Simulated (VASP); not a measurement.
H4C: single point with LDA

H4C:

```
CELL_PARAMETERS angstrom
-2.41695 2.47892 2.47892
2.41695 -2.47892 2.47892
2.41695 2.47892 -2.47892
ATOMIC_POSITIONS crystal
H 0.00000 0.00000 0.74631
H 0.74631 0.00000 0.00000
H 0.00000 0.74631 0.00000
H 0.25369 0.25369 0.25369
C 0.00000 0.00000 0.00000
```

This cell differs from its parent crystal: strain -0.0250 x Voigt [1, 0, 0, 0, 0, 0].

```
Program             : VASP 6.6.1
Task                : single point
Functional          : LDA
Potentials or basis : VASP PAW LDA potentials, release 64 (H, C)
Cutoff              : 520 eV
k mesh              : 6 × 6 × 6
Occupations         : gaussian, width 0.05 eV
Spin                : no spin polarisation
```

```json
{"Pressure": "1.9 GPa", "Largest force": "0.703 eV/Å", "Band gap on the k mesh": "7.24 eV, direct"}
```

Forces in eV/Å, atoms in the order of the input:
```
H   -0.482 -0.362  0.362
H    0.482 -0.362 -0.362
H   -0.482  0.362 -0.362
H    0.482  0.362  0.362
C    0.000  0.000  0.000
```

Stress tensor (GPa, compression positive):
```
2.36 0.00 0.00
0.00 1.62 0.00
0.00 0.00 1.62
```

Levels at points of the mesh, in eV from the valence-band top:
| k point | band 2 | band 3 | band 4 | band 5 | band 6 | band 7 |
| --- | --- | --- | --- | --- | --- | --- |
| (0.00, 0.00, 0.00) | -0.17 | -0.17 | 0.00 | 7.24 | 12.05 | 12.34 |
| (0.50, 0.00, 0.00) | -1.03 | -0.27 | -0.18 | 9.24 | 10.61 | 11.08 |
| (0.00, 0.50, 0.00) | -0.95 | -0.46 | -0.10 | 9.25 | 10.71 | 10.86 |
| (0.50, 0.50, 0.50) | -0.79 | -0.79 | -0.58 | 10.26 | 10.41 | 13.33 |

It took 14 s on 1 thread of Intel Xeon 6975P-C, on a shared host, peak memory 0.15 GiB.

Caveat: the cell differs from its parent crystal (strain -0.0250 x Voigt [1, 0, 0, 0, 0, 0]). A k mesh can miss the band edges.
